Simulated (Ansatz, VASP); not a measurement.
**Two plane-wave programs on W**

```
W
1.0
    -1.59217    1.59217    1.59217
     1.59217   -1.59217    1.59217
     1.59217    1.59217   -1.59217
W
1
Cartesian
  0.0000 0.0000 0.0000
```

Alike in both runs: task single point; functional PBE; k mesh 14 × 14 × 14; no spin polarisation.

```csv
,VASP,Ansatz
version,VASP 6.6.1,Ansatz 0.2.0
potentials or method,"VASP PAW PBE potentials, release 64 (W_sv), cutoff 520 eV","plane waves (420 eV) with PAW, scalar-relativistic"
occupations,"methfessel-paxton of order 1, width 1 eV","cold, width 1 eV"
valence electrons in the cell,14,14
```

```csv
,VASP,Ansatz,Ansatz less VASP
pressure (GPa),-0.3,-2.2,-1.84
```

Spin-orbit coupling is off throughout.
